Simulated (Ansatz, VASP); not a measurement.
CsBr: VASP beside Ansatz

Contents of INCAR:

```
SYSTEM = CsBr
ALGO     = Normal         ! electronic algorithm
EDIFF    = 1E-6           ! SCF threshold, eV
ENCUT    = 500            ! plane-wave cutoff, eV
GGA      = PE             ! functional
GGA_COMPAT= .False.      
ISIF     = 2              ! what is computed and relaxed
ISMEAR   = -1             ! smearing method
LASPH    = .True.         ! aspherical terms in the spheres
LCHARG   = .True.         ! write CHGCAR
LELF     = .True.         ! ELF
LREAL    = .False.        ! projectors in reciprocal space
LVHAR    = .True.       
LWAVE    = .False.        ! write WAVECAR
NBANDS   = 15             ! bands
NELM     = 120            ! most SCF steps
PREC     = Accurate       ! precision mode
SIGMA    = 0.1            ! smearing width, eV
```

The input KPOINTS:

```
k-points
0
Gamma
  11 11 11
  0 0 0
```

POSCAR

```
CsBr
1.0
    4.2367829843      0.0000000000      0.0000000000
    0.0000000000      4.2367829843      0.0000000000
    0.0000000000      0.0000000000      4.2367829843
Cs Br
1 1
Direct
    0.0000000000      0.0000000000      0.0000000000
    0.5000000000      0.5000000000      0.5000000000
```

Input for Ansatz:

```yaml
crystal:
  lattice:
    - [4.2367829843, 0.0, 0.0]
    - [0.0, 4.2367829843, 0.0]
    - [0.0, 0.0, 4.2367829843]
  atoms:
    - { symbol: Cs, position: [0.0, 0.0, 0.0] }
    - { symbol: Br, position: [0.5, 0.5, 0.5] }
kpoints:
  mp_grid: { grid: [11, 11, 11] }
scf:
  occupations: { method: fermi_dirac, width: 0.1 }
hamiltonian:
  xc: pbe
  pseudopotentials: { kind: paw }
output:
  forces: true
  stress: true
  eigenvalues: true
  populations: true
```

Change from the starting cell: volume scaled by 0.9, PAW files.

Alike in both runs: task single point; functional PBE; k mesh 11 × 11 × 11; occupations fermi-dirac, width 0.1 eV; no spin polarisation.

|  | VASP | Ansatz |
| --- | --- | --- |
| version | VASP 6.6.1 | Ansatz 0.2.0 |
| potentials or method | VASP PAW PBE potentials, release 64 (Cs_sv, Br) | PAW with Ansatz's default frozen-core files, scalar-relativistic |
| plane-wave cutoff (eV) | 500 | 420 |
| valence electrons in the cell | 16 | 16 |

|  | VASP | Ansatz | Ansatz less VASP |
| --- | --- | --- | --- |
| gap on the k mesh at the Fermi level (eV) | 4.65 | 4.66 | +0.011 |
| pressure (GPa) | 1.8 | 1.7 | -0.06 |

Spin-orbit coupling is off throughout.
